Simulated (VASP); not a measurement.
# TaC (Fm-3m) in VASP: vibrations by perturbation theory with PBEsol

Aim: the vibrations by perturbation theory of TaC with PBEsol.

Program: VASP 6.6.1. These are calculated values, not measurements. Logs are shortened: lines on timing, memory, paths and dates and some standing lists are left out, and cuts for length are marked.

### Step 1. The cell of the first run

It takes space group Fm-3m (No. 225, cubic). The conventional cell has a = 4.446 Å, b = 4.446 Å, c = 4.446 Å, α = 90.00°, β = 90.00°, γ = 90.00°. Within 2.9 Å of Ta (site symmetry m-3m) lie 6 C at 2.22 Å. C (site symmetry m-3m) has 6 Ta at 2.22 Å within 2.9 Å.

### Step 2. Vibrations by perturbation theory, PBEsol

Contents of INCAR:

```
ALGO = Normal
EDIFF = 1E-8
ENCUT = 600
GGA = PS
GGA_COMPAT = False
IBRION = 8
ISIF = 2
ISMEAR = -1
LASPH = True
LCHARG = False
LREAL = False
LWAVE = False
NELM = 120
NSW = 1
PREC = Accurate
SIGMA = 0.05
```

Contents of KPOINTS:

```
k-points
0
Gamma
  12 12 12
```

Contents of POSCAR:

```
TaC
1.0
    0.0000000000      2.2230000000      2.2230000000
    2.2230000000      0.0000000000      2.2230000000
    2.2230000000      2.2230000000      0.0000000000
Ta C
1 1
Direct
    0.0000000000      0.0000000000      0.0000000000
    0.5000000000      0.5000000000      0.5000000000
```

Potentials or basis: VASP PAW PBE potentials, release 64 (Ta_pv, C).

Run with:

```console
$ cat potpaw_PBE.64/Ta_pv/POTCAR potpaw_PBE.64/C/POTCAR > POTCAR
$ mpirun -np 1 vasp_std > vasp.out
```

OUTCAR:

```text
EDIFF = 1E-8
   ENCUT = 600
   GGA = PS
   IBRION = 8
   ISIF = 2
   ISMEAR = -1
   LASPH = True
   LREAL = False
   NELM = 120
   NSW = 1
   PREC = Accurate

 ion  position               nearest neighbor table
   1  0.000  0.000  0.000-   2 2.22   2 2.22   2 2.22   2 2.22   2 2.22   2 2.22
   2  0.500  0.500  0.500-   1 2.22   1 2.22   1 2.22   1 2.22   1 2.22   1 2.22

  LATTYP: Found a face centered cubic cell.
 ALAT       =     4.4460000000

  Lattice vectors:

 A1 = (   0.0000000000,   2.2230000000,   2.2230000000)
 A2 = (   2.2230000000,   0.0000000000,   2.2230000000)
 A3 = (   2.2230000000,   2.2230000000,   0.0000000000)

Analysis of symmetry for initial positions (statically):
=====================================================================
 Subroutine PRICEL returns:
 Original cell was already a primitive cell.

 Routine SETGRP: Setting up the symmetry group for a
 face centered cubic supercell.

 Subroutine GETGRP returns: Found 48 space group operations
 (whereof 48 operations were pure point group operations)
 out of a pool of 48 trial point group operations.

The static configuration has the point symmetry O_h .

Analysis of symmetry for dynamics (positions and initial velocities):
=====================================================================
 Subroutine PRICEL returns:
 Original cell was already a primitive cell.

 Routine SETGRP: Setting up the symmetry group for a
 face centered cubic supercell.

 Subroutine GETGRP returns: Found 48 space group operations
 (whereof 48 operations were pure point group operations)
 out of a pool of 48 trial point group operations.

The dynamic configuration has the point symmetry O_h .

 Subroutine INISYM returns: Found 48 space group operations
 (whereof 48 operations are pure point group operations),
 and found     1 'primitive' translations

----------------------------------------------------------------------------------------

[... 496 lines left out ...]

 VOLUME and BASIS-vectors are now :
 -----------------------------------------------------------------------------
  energy-cutoff  :      600.00
  volume of cell :       21.97
      direct lattice vectors                 reciprocal lattice vectors
     0.000000000  2.223000000  2.223000000    -0.224921278  0.224921278  0.224921278
     2.223000000  0.000000000  2.223000000     0.224921278 -0.224921278  0.224921278
     2.223000000  2.223000000  0.000000000     0.224921278  0.224921278 -0.224921278

 POSITION                                       TOTAL-FORCE (eV/Angst)
 -----------------------------------------------------------------------------------
      0.00000      0.00000      0.00000        -0.000000     -0.000000     -0.000000
      2.22300      2.22300      2.22300         0.000000      0.000000      0.000000
 -----------------------------------------------------------------------------------
    total drift:                                0.000000      0.000000      0.000000

  FREE ENERGIE OF THE ION-ELECTRON SYSTEM (eV)
  ---------------------------------------------------
  free  energy   TOTEN  =       -23.5235253556 eV

  energy  without entropy=      -23.5161372259  energy(sigma->0) =      -23.51983129

[... ionic steps 2 to 3 ...]

--------------------------------------- Ionic step        4  -------------------------------------------

------------------------ aborting loop because EDIFF is reached ----------------------------------------

[... ionic steps 5 to 6 ...]

--------------------------------------- Ionic step        7  -------------------------------------------

 Free energy of the ion-electron system (eV)
  ---------------------------------------------------
  ---------------------------------------------------
  free energy    TOTEN  =        -0.12079398 eV

  energy without entropy =       -0.12079398

------------------------ aborting loop because EDIFF is reached ----------------------------------------

 INTERNAL STRAIN TENSOR  FOR ION    2  DIRECTION 1   (eV/Angst):
 -----------------------------------------------------------------------------
     0.00166 -0.00000  0.00000
     0.00000  0.00061  0.00000
     0.00000  0.00000  0.00061

 INTERNAL STRAIN TENSOR FOR ION    2 for displacements in x,y,z  (eV/Angst):
          X           Y           Z          XY          YZ          ZX
  --------------------------------------------------------------------------------
  x     0.00000     0.00000     0.00000     0.00000     0.00000     0.00000
  y     0.00000     0.00000     0.00000     0.00000     0.00000     0.00000
  z     0.00000     0.00000     0.00000     0.00000     0.00000     0.00000

 SECOND DERIVATIVES (NOT SYMMETRIZED)
 ------------------------------------
               1X          1Y          1Z          2X          2Y          2Z
  1X   -13.124681    0.000000    0.000000   13.124681    0.000000    0.000000
  1Y     0.000000  -13.124681    0.000000    0.000000   13.124681    0.000000
  1Z     0.000000    0.000000  -13.124681    0.000000    0.000000   13.124681
  2X    13.126857    0.000000    0.000000  -13.126857    0.000000    0.000000
  2Y     0.000000   13.126857    0.000000    0.000000  -13.126857    0.000000
  2Z     0.000000    0.000000   13.126857    0.000000    0.000000  -13.126857

 Eigenvectors and eigenvalues of the dynamical matrix
 ----------------------------------------------------

   1 f  =   16.876987 THz   106.041236 2PiTHz  562.955684 cm-1    69.797578 meV
             X         Y         Z           dx          dy          dz
      0.000000  0.000000  0.000000     0.000000    0.249473    0.000000
      2.223000  2.223000  2.223000     0.000000   -0.968382    0.000000
[... 21 lines left out ...]
   6 f/i=    0.000338 THz     0.002124 2PiTHz    0.011275 cm-1     0.001398 meV
             X         Y         Z           dx          dy          dz
      0.000000  0.000000  0.000000     0.000000    0.000000    0.968382
      2.223000  2.223000  2.223000     0.000000    0.000000    0.249473

--------------------------------------------------------------------------------------------------------

 ELASTIC MODULI CONTR FROM IONIC RELAXATION (kBar)
 Direction    XX          YY          ZZ          XY          YZ          ZX
 --------------------------------------------------------------------------------
 XX           0.0000      0.0000      0.0000      0.0000      0.0000      0.0000
 YY           0.0000      0.0000      0.0000      0.0000      0.0000      0.0000
 ZZ           0.0000      0.0000      0.0000      0.0000      0.0000      0.0000
 XY           0.0000      0.0000      0.0000      0.0000      0.0000      0.0000
 YZ           0.0000      0.0000      0.0000      0.0000      0.0000      0.0000
 ZX           0.0000      0.0000      0.0000      0.0000      0.0000      0.0000
 --------------------------------------------------------------------------------
```

OSZICAR:

```text
N       E                     dE             d eps       ncg     rms          rms(c)
DAV:   1     0.861262813524E+02    0.86126E+02   -0.91000E+03  1584   0.149E+03
DAV:   2    -0.232704513453E+02   -0.10940E+03   -0.10512E+03  1834   0.342E+02
DAV:   3    -0.267427523284E+02   -0.34723E+01   -0.33924E+01  2023   0.537E+01
[... 45 lines left out ...]
RMM:   8    -0.120794768121E+00   -0.66440E-05   -0.74212E-07  6135   0.189E-03    0.133E-04
RMM:   9    -0.120793760221E+00    0.10079E-05    0.13860E-07  6127   0.615E-04    0.245E-05
RMM:  10    -0.120793853769E+00   -0.93548E-07   -0.11524E-07  6413   0.169E-04    0.886E-06
RMM:  11    -0.120793966891E+00   -0.11312E-06    0.17584E-08  6534   0.557E-05    0.505E-06
RMM:  12    -0.120793975366E+00   -0.84754E-08   -0.16322E-08  6203   0.186E-05    0.230E-06
 Linear response finished
```

It took 8.3 min on 1 thread of Intel Xeon 8259CL, shared host; peak memory 0.27 GiB.

What came out:

```yaml
Highest_phonon_frequency_at_Γ: 563 cm⁻¹
```

Phonon frequencies in cm⁻¹ (negative: imaginary):
| q point | frequencies |
| --- | --- |
| (0.000, 0.000, 0.000) | 0 0 0 563 563 563 |

Caveat: spin-orbit coupling is left out, which moves the levels of the heavy elements.
